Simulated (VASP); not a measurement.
# Ge in VASP: further runs

Ge is run at these levels: PBE; tasks: single point, relaxation of cell and atoms.

Program: VASP 6.6.1. These are calculated values, not measurements. Logs are shortened: lines on timing, memory, paths and dates and some standing lists are left out, and cuts for length are marked.

### Step 1. The cell of the first run

The typed cell holds 1 atom: a = 2.645 Å, b = 2.748 Å, c = 2.753 Å, α = 90.00°, β = 90.00°, γ = 90.00°.

The cell was generated, and may not be a known phase.

### Step 2. Single point, PBE

INCAR

```
PREC = Accurate
ENCUT = 520
EDIFF = 1E-6
ISMEAR = 0
SIGMA = 0.1
LREAL = F
LASPH = T
NELM = 100
ALGO = Normal
ISIF = 2
LWAVE = F
LCHARG = F
GGA = PE
NBANDS = 13
```

KPOINTS

```
regular mesh
0
Gamma
  8 6 6
```

POSCAR

```
Ge
1.0
    2.6452130382      0.0000000000      0.0000000000
    0.0000000000      2.7481257268      0.0000000000
    0.0000000000      0.0000000000      2.7534678261
Ge
1
Direct
    0.5000000000      0.0000000000      0.5000000000
```

Potentials or basis: VASP PAW PBE potentials, release 64 (Ge_d).

Command:

```bash
cat potpaw_PBE.64/Ge_d/POTCAR > POTCAR
mpirun -np 1 vasp_std > vasp.out
```

OUTCAR:

```text
PREC = Accurate
   ENCUT = 520
   EDIFF = 1E-6
   ISMEAR = 0
   LREAL = F
   LASPH = T
   NELM = 100
   ISIF = 2
   GGA = PE

 ion  position               nearest neighbor table
   1  0.500  0.000  0.500-

  LATTYP: Found a simple orthorhombic cell.
 ALAT       =     2.6452130382
 B/A-ratio  =     1.0389052553
 C/A-ratio  =     1.0409247899

  Lattice vectors:

 A1 = (   2.6452130382,   0.0000000000,   0.0000000000)
 A2 = (   0.0000000000,   2.7481257268,   0.0000000000)
 A3 = (   0.0000000000,   0.0000000000,   2.7534678261)

Analysis of symmetry for initial positions (statically):
=====================================================================
 Subroutine PRICEL returns:
 Original cell was already a primitive cell.

 Routine SETGRP: Setting up the symmetry group for a
 simple orthorhombic supercell.

 Subroutine GETGRP returns: Found  8 space group operations
 (whereof  8 operations were pure point group operations)
 out of a pool of  8 trial point group operations.

The static configuration has the point symmetry D_2h.

Analysis of symmetry for dynamics (positions and initial velocities):
=====================================================================
 Subroutine PRICEL returns:
 Original cell was already a primitive cell.

 Routine SETGRP: Setting up the symmetry group for a
 simple orthorhombic supercell.

 Subroutine GETGRP returns: Found  8 space group operations
 (whereof  8 operations were pure point group operations)
 out of a pool of  8 trial point group operations.

The dynamic configuration has the point symmetry D_2h.

 Subroutine INISYM returns: Found  8 space group operations
 (whereof  8 operations are pure point group operations),
 and found     1 'primitive' translations

----------------------------------------------------------------------------------------

                                     Primitive cell

  volume of cell :      20.0160

  direct lattice vectors                    reciprocal lattice vectors
     2.645213038  0.000000000  0.000000000     0.378041385  0.000000000  0.000000000
     0.000000000  2.748125727  0.000000000     0.000000000  0.363884370  0.000000000
     0.000000000  0.000000000  2.753467826     0.000000000  0.000000000  0.363178386

  length of vectors
     2.645213038  2.748125727  2.753467826     0.378041385  0.363884370  0.363178386

  position of ions in fractional coordinates (direct lattice)
     0.500000000  0.000000000  0.500000000

  ion indices of the primitive-cell ions
   primitive index   ion index
                 1           1

----------------------------------------------------------------------------------------

 KPOINTS: regular mesh

Automatic generation of k-mesh.
 Grid dimensions read from file:
 generate k-points for:    8    6    6

 Generating k-lattice:

  Cartesian coordinates                     Fractional coordinates (reciprocal lattice)
     0.047255173  0.000000000  0.000000000     0.125000000  0.000000000  0.000000000
     0.000000000  0.060647395  0.000000000     0.000000000  0.166666667  0.000000000
     0.000000000  0.000000000  0.060529731     0.000000000  0.000000000  0.166666667

  Length of vectors
     0.047255173  0.060647395  0.060529731

  Shift w.r.t. Gamma in fractional coordinates (k-lattice)
     0.000000000  0.000000000  0.000000000

 Subroutine IBZKPT returns following result:
 ===========================================

 Found     80 irreducible k-points:

 Following reciprocal coordinates:
            Coordinates               Weight
  0.000000  0.000000  0.000000      1.000000
  0.125000  0.000000  0.000000      2.000000
  0.250000  0.000000  0.000000      2.000000
  0.375000  0.000000  0.000000      2.000000
  0.500000  0.000000  0.000000      1.000000
  0.000000  0.166667  0.000000      2.000000
[... 16 lines left out ...]
  0.250000  0.000000  0.166667      4.000000
  0.375000  0.000000  0.166667      4.000000
 [... further k-points ...]
   k-points           NKPTS =     80   k-points in BZ     NKDIM =     80   number of bands    NBANDS=     13
   number of dos      NEDOS =    301   number of ions     NIONS =      1
   total plane-waves  NPLWV =   8000
   dimension x,y,z NGX =    20 NGY =   20 NGZ =   20
   dimension x,y,z NGXF=    40 NGYF=   40 NGZF=   40
   ions per type =               1
   NGX,Y,Z   is equivalent  to a cutoff of  12.57, 12.10, 12.08 a.u.
   NGXF,Y,Z  is equivalent  to a cutoff of  25.14, 24.20, 24.15 a.u.
 SYSTEM =  unknown system
   PREC   = accura    normal or accurate (medium, high low for compatibility)
   ISTART =      0    job   : 0-new  1-cont  2-samecut
   ICHARG =      2    charge: 1-file 2-atom 10-const
   ISPIN  =      1    spin polarized calculation?
   LNONCOLLINEAR =      F non collinear calculations
   LSORBIT =      F    spin-orbit coupling
   LASPH  =      T    aspherical Exc in radial PAW
   ENCUT  =  520.0 eV  38.22 Ry    6.18 a.u.   4.92  5.11  5.12*2*pi/ulx,y,z
   NELM   =    100;   NELMIN=  2; NELMDL= -5     # of ELM steps
   EDIFF  = 0.1E-05   stopping-criterion for ELM
   LREAL  =      F    real-space projection
   EDIFFG = 0.1E-04   stopping-criterion for IOM
   NSW    =      0    number of steps for IOM
   IBRION =     -1    ionic relax: 0-MD 1-quasi-New 2-CG
   NFREE  =      0    steps in history (QN), initial steepest desc. (CG)
   ISIF   =      2    stress and relaxation
   ISYM   =      2    0-nonsym 1-usesym 2-fastsym
   POTIM  = 0.5000    time-step for ionic-motion
   TEBEG  =    0.0;   TEEND  =   0.0 temperature during run
   PSTRESS=    0.0 pullay stress
   NELECT =      14.0000    total number of electrons
   NUPDOWN=      -1.0000    fix difference up-down
   EMIN   =  10.00;   EMAX   =-10.00  energy-range for DOS
   EFERMI =   0.00;   METHOD = LEGACY
   ISMEAR =     0;   SIGMA  =   0.10  broadening in eV -4-tet -1-fermi 0-gaus
   EFERMI_NEDOS =   21; number of points for ismear=-14 and -15
   IALGO  =     38    algorithm
   IMIX   =      4    mixing-type and parameters
     AMIX     =   0.40;   BMIX     =  1.00
     AMIX_MAG =   1.60;   BMIX_MAG =  1.00
  volume/ion in A,a.u.               =      20.02       135.07
  Fermi-wavevector in a.u.,A,eV,Ry     =   1.453199  2.746148 28.732611  2.111787
  Thomas-Fermi vector in A             =   2.570493
   LORBIT       =      0    0 simple, 1 ext, 2 COOP (PROOUT), +10 PAW based schemes
   GGA     = PE    functional components
   LHFCALC =     F    Hartree Fock is set to
   AEXX    =    0.0000 exact exchange contribution
   IVDW    =     0    specifies the selected vdW correction
   LEPSILON=     F    determine dielectric tensor
   LRPA    =     F    only Hartree local field effects (RPA)
 non-spin polarized calculation
 Gauss-broadening in eV      SIGMA  =   0.10
  energy-cutoff  :      520.00
  volume of cell :       20.02
 maximum number of plane-waves:       548
 NGX is ok and might be reduce to    20
   NGX =  9   NGY = 11   NGZ = 11

 number of electron      14.0000010 magnetization

 Free energy of the ion-electron system (eV)
  ---------------------------------------------------
  ext. energy  EPLUGINS =         0.00000000
  ---------------------------------------------------
  free energy    TOTEN  =        -4.26002963 eV

  energy without entropy =       -4.25680744  energy(sigma->0) =       -4.25841853

 E-fermi :   5.8227     XC(G=0): -10.8839

 val. band max:        5.8197005051   @ k =   0.3750   0.5000   0.1667
 cond. band min:       5.8484115900   @ k =   0.2500   0.0000   0.0000
 fundamental gap:      0.0287110850
 Fermi energy:         5.8227069327

 k-point     1 :       0.0000    0.0000    0.0000
  band No.  band energies     occupation
      1     -18.8212      2.00000
      2     -18.7937      2.00000
      3     -18.5783      2.00000
      4     -18.5587      2.00000
      5     -18.5575      2.00000
      6      -6.8355      2.00000
      7      11.8974      0.00000
      8      11.9678      0.00000
      9      13.4308      0.00000
     10      15.4852      0.00000
     11      16.0071      0.00000
     12      18.5186      0.00000
     13      33.5731      0.00000

 k-point     2 :       0.1250    0.0000    0.0000
  band No.  band energies     occupation
      1     -18.7914      2.00000
      2     -18.7865      2.00000
      3     -18.5772      2.00000
      4     -18.5706      2.00000
      5     -18.5694      2.00000
      6      -6.5111      2.00000
      7      10.0290      0.00000
      8      12.2131      0.00000
      9      12.2836      0.00000
     10      15.7762      0.00000
     11      17.0602      0.00000
     12      21.6652      0.00000
     13      30.2531      0.00000

 k-point     3 :       0.2500    0.0000    0.0000
  band No.  band energies     occupation
      1     -18.7856      2.00000
      2     -18.7033      2.00000
      3     -18.5994      2.00000
      4     -18.5981      2.00000
      5     -18.5747      2.00000
      6      -5.5442      2.00000
      7       5.8484      0.71622
      8      13.1076      0.00000
      9      13.1783      0.00000
     10      16.6352      0.00000
     11      18.0094      0.00000
     12      26.1717      0.00000
     13      26.2578      0.00000
[... 305 lines left out ...]
 k-point    23 :       0.2500    0.0000    0.1667
  band No.  band energies     occupation
      1     -18.7587      2.00000
      2     -18.6840      2.00000
      3     -18.6163      2.00000
      4     -18.5967      2.00000
      5     -18.5882      2.00000
      6      -5.0279      2.00000
      7       6.2971      0.00000
      8       8.9139      0.00000
      9      13.6604      0.00000
     10      17.7426      0.00000
     11      20.3882      0.00000
     12      23.1111      0.00000
     13      26.6894      0.00000

 k-point    24 :       0.3750    0.0000    0.1667
  band No.  band energies     occupation
      1     -18.7509      2.00000
      2     -18.6475      2.00000
      3     -18.6250      2.00000
      4     -18.6019      2.00000
      5     -18.5855      2.00000
      6      -3.4910      2.00000
      7       2.7871      2.00000
      8      10.2277      0.00000
      9      14.8920      0.00000
     10      17.0749      0.00000
     11      19.5572      0.00000
     12      23.5727      0.00000
     13      23.5758      0.00000

 [... further k-points ...]

------------------------ aborting loop because EDIFF is reached ----------------------------------------

  FORCE on cell =-STRESS in cart. coord.  units (eV):
  Direction    XX          YY          ZZ          XY          YZ          ZX
  --------------------------------------------------------------------------------------
  -------------------------------------------------------------------------------------
  Total       -0.0092601     -0.0306589     -0.0473277      0.0000000      0.0000000      0.0000000
  in kB       -0.7412196     -2.4540901     -3.7883376      0.0000000      0.0000000      0.0000000
  external PRESSURE =      -2.3278824 kB  Pullay stress =       0.0000000 kB

 VOLUME and BASIS-vectors are now :
 -----------------------------------------------------------------------------
  energy-cutoff  :      520.00
  volume of cell :       20.02
      direct lattice vectors                 reciprocal lattice vectors
     2.645213038  0.000000000  0.000000000     0.378041385  0.000000000  0.000000000
     0.000000000  2.748125727  0.000000000     0.000000000  0.363884370  0.000000000
     0.000000000  0.000000000  2.753467826     0.000000000  0.000000000  0.363178386

 POSITION                                       TOTAL-FORCE (eV/Angst)
 -----------------------------------------------------------------------------------
      1.32261      0.00000      1.37673         0.000000      0.000000      0.000000
 -----------------------------------------------------------------------------------
    total drift:                               -0.000000      0.000000      0.000000

  FREE ENERGIE OF THE ION-ELECTRON SYSTEM (eV)
  ---------------------------------------------------
  free  energy   TOTEN  =        -4.2600296278 eV

  energy  without entropy=       -4.2568074391  energy(sigma->0) =       -4.25841853
```

Wall time 4.7 s (1 thread of Intel Xeon 6975P-C (Granite Rapids), shared host); peak memory 0.13 GiB.

Results:

| Property | Result |
| --- | --- |
| Free energy | -4.2600 eV |
| Pressure | -0.2 GPa |
| Band gap on the k mesh | zero (bands 7 and 8 overlap by 8.67 eV) |

Caveat: the k points lie up to 0.38 Å⁻¹ apart, too coarse for converged energies and pressures of a metal.

### Step 3. Single point, PBE

This run uses another cell than the first one, of 19.93 Å³/atom.

INCAR

```
PREC = Accurate
ENCUT = 520
EDIFF = 1E-6
ISMEAR = 0
SIGMA = 0.1
LREAL = False
LASPH = True
NELM = 100
ALGO = Normal
ISIF = 2
LWAVE = False
LCHARG = False
GGA = PE
NBANDS = 13
```

KPOINTS

```
Automatic mesh
0
Gamma
  20 20 20
```

POSCAR

```
Ge
1.0
    2.7111113122      0.0000000000      0.0000000000
    0.0000000000      2.7111113122      0.0000000000
    0.0000000000      0.0000000000      2.7111115581
Ge
1
Direct
    0.0000000000      0.0000000000      0.5000000000
```

Potentials or basis: VASP PAW PBE potentials, release 64 (Ge_d).

Command:

```bash
cat potpaw_PBE.64/Ge_d/POTCAR > POTCAR
mpirun -np 1 vasp_std > vasp.out
```

It took 14 s on 1 thread of Intel Xeon 6975P-C (Granite Rapids), shared host; peak memory 0.17 GiB.

Results (log left out):

| Quantity | Value |
| --- | --- |
| Free energy | -4.2710 eV |
| Pressure | -0.1 GPa |
| Band gap on the k mesh | zero (bands 7 and 8 overlap by 9.10 eV) |

Levels at points of the mesh, in eV from the Fermi level:
```csv
k point,band 5,band 6,band 7,band 8,band 9,band 10
"(0.00, 0.00, 0.00)",-24.41,-12.71,6.60,6.60,6.60,10.04
"(0.50, 0.00, 0.00)",-24.41,-9.00,-5.55,9.44,9.44,13.24
"(0.50, 0.50, 0.00)",-24.34,-5.07,-2.50,-2.50,3.21,12.23
"(0.50, 0.50, 0.50)",-24.33,-0.55,0.35,0.35,0.35,6.91
```

### Step 4. Relaxation of cell and atoms, PBE

INCAR

```
SYSTEM = Ge
ALGO     = Normal         ! electronic algorithm
EDIFF    = 1E-7           ! SCF threshold, eV
EDIFFG   = -0.01          ! ionic threshold
ENCUT    = 600            ! plane-wave cutoff, eV
GGA      = PE             ! functional
IBRION   = 2              ! ionic algorithm
ISIF     = 3              ! what is computed and relaxed
ISMEAR   = 0              ! smearing method
LASPH    = .TRUE.         ! aspherical terms in the spheres
LCHARG   = .FALSE.        ! write CHGCAR
LREAL    = .FALSE.        ! projectors in reciprocal space
LWAVE    = .FALSE.        ! write WAVECAR
NELM     = 100            ! most SCF steps
NSW      = 100            ! ionic steps
PREC     = Accurate       ! precision mode
SIGMA    = 0.1            ! smearing width, eV
```

KPOINTS

```
k-points
0
G
  20 20 20
  0 0 0
```

POSCAR

```
Ge
1.0
    2.7507967765      0.0000000000      0.0000000000
    0.0000000000      2.7507967765      0.0000000000
    0.0000000000      0.0000000000      2.6452130382
Ge
1
Direct
    0.0000000000      0.0000000000      0.5000000000
```

Command:

```bash
cat potpaw_PBE.64/Ge_d/POTCAR > POTCAR
mpirun -np 1 vasp_std > vasp.out
```

It took 2.2 min on 1 thread of Intel Xeon 6975P-C (Granite Rapids), shared host; peak memory 0.32 GiB.

The run converged. Its results:

| Property | Result |
| --- | --- |
| Free energy | -4.2711 eV |
| Relaxed volume | 19.93 Å³/atom |
| Relaxed cell | a = 2.711 Å, b = 2.711 Å, c = 2.712 Å, α = 90.00°, β = 90.00°, γ = 90.00° |
| Space group after relaxing (to 0.1 Å) | Pm-3m (No. 221) |
| Energy gained by relaxing | 5.8 meV/atom |
| Ionic steps | 5 |
| Pressure after relaxing | 0.0 GPa |
| Band gap on the k mesh | zero (bands 7 and 8 overlap by 9.09 eV) |

The path:
| step | energy change (eV) | largest force (eV/Å) | pressure (GPa) | volume (Å³) |
| --- | --- | --- | --- | --- |
| 1 | 0.0000 | 0.0000 | -0.05 | 20.02 |
| 2 | -0.0045 | 0.0000 | -0.08 | 20.00 |
| 3 | -0.0058 | 0.0000 | -0.05 | 19.97 |
| 4 | -0.0058 | 0.0000 | -0.09 | 19.97 |
| 5 | -0.0058 | 0.0000 | 0.01 | 19.93 |

Final structure:
```
CELL_PARAMETERS angstrom
2.71130 0.00000 0.00000
0.00000 2.71130 0.00000
0.00000 0.00000 2.71180
ATOMIC_POSITIONS crystal
Ge 0.00000 0.00000 0.50000
```

Levels at points of the mesh, in eV from the Fermi level:
| k point | band 5 | band 6 | band 7 | band 8 | band 9 | band 10 |
| --- | --- | --- | --- | --- | --- | --- |
| (0.00, 0.00, 0.00) | -24.41 | -12.71 | 6.59 | 6.60 | 6.60 | 10.03 |
| (0.50, 0.00, 0.00) | -24.41 | -9.00 | -5.54 | 9.44 | 9.44 | 13.23 |
| (0.50, 0.50, 0.00) | -24.34 | -5.07 | -2.50 | -2.50 | 3.21 | 12.22 |
| (0.00, 0.00, 0.50) | -24.41 | -9.00 | -5.54 | 9.44 | 9.44 | 13.23 |
| (0.50, 0.00, 0.50) | -24.34 | -5.08 | -2.50 | -2.50 | 3.21 | 12.23 |
| (0.50, 0.50, 0.50) | -24.33 | -0.55 | 0.35 | 0.35 | 0.35 | 6.91 |

### Step 5. Summary

| task | cell | k mesh | cutoff (eV) | gap on the mesh (eV) | pressure (GPa) |
| --- | --- | --- | --- | --- | --- |
| single point | a = 2.645, b = 2.748, c = 2.753 Å, 1 atom | 8 × 6 × 6 | 520 | none | -0.2 |
| single point | a = 2.711 Å, 1 atom | 20 × 20 × 20 | 520 | none | -0.1 |
| relaxation of cell and atoms | relaxed from a = 2.751, b = 2.751, c = 2.645 Å, 1 atom | 20 × 20 × 20 | 600 | none | 0.0 |

Alike in all rows: level PBE; potentials or basis VASP PAW PBE potentials, release 64 (Ge_d); no spin polarisation; smearing gaussian 0.1 eV.

Caveats: some runs use coarse meshes.

Total energies depend on the potentials used, so only differences within one code and one set of settings carry meaning.

The gap in the log of VASP goes by the Fermi energy; the results here count the filled bands.